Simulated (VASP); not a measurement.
Runs of VASP 6.6.1 on GaSb2. The structure is that of space group P6/mmm (No. 191), or close to it. The cells are those of the table. The cell was generated, and may not be a known phase.

```csv
task,cell,k mesh,cutoff (eV),gap on the mesh (eV),pressure (GPa),relaxed volume (Å³/atom)
relaxation of cell and atoms,"relaxed from a = 4.268, b = 4.268, c = 4.607 Å, angles 90.0, 90.0, 120.0°, 3 atoms",6 × 6 × 4,600,none,0.0,(a)
single point,"a = 4.268, b = 4.268, c = 4.607 Å, angles 90.0, 90.0, 120.0°, 3 atoms",6 × 6 × 4,520,none,32.5,-
single point,"a = 5.376, b = 5.376, c = 3.214 Å, angles 90.0, 90.0, 120.0°, 3 atoms",6 × 6 × 6,520,none,-0.2,-
relaxation of cell and atoms,"relaxed from a = 5.267, b = 5.267, c = 3.287 Å, angles 90.0, 90.0, 120.0°, 3 atoms",6 × 6 × 6,600,none,-0.2,26.79
relaxation of cell and atoms,"relaxed from a = 5.376, b = 5.376, c = 3.214 Å, angles 90.0, 90.0, 120.0°, 3 atoms",12 × 12 × 14,600,none,0.0,26.41
single point,"a = 5.267, b = 5.267, c = 3.287 Å, angles 90.0, 90.0, 120.0°, 3 atoms",6 × 6 × 4,520,none,-0.2,-
single point,"a = 5.391, b = 5.391, c = 3.151 Å, angles 90.0, 90.0, 120.0°, 3 atoms",12 × 12 × 14,520,none,0.0,-
```

Alike in all rows: level PBE; potentials or basis VASP PAW PBE potentials, release 64 (Ga_d, Sb); no spin polarisation; smearing gaussian 0.1 eV.

Question: Estimate the missing entries.

Answer: (a) 26.19.

Caveats: some runs use coarse meshes; spin-orbit coupling is left out, which moves the levels of the heavy elements; an odd number of electrons without spin polarisation forces a metal; a magnetic or distorted state may lie lower; a cell axis changed by over 15 % at a fixed basis, so the end point is rough (at least some runs); the stress differs along the axes, from -1 to 49 GPa (at least some runs).

A k mesh can miss the band edges, and the runs leave out spin-orbit coupling on Ga, Sb.

A gap of «none» marks levels without a gap at the run's occupations.
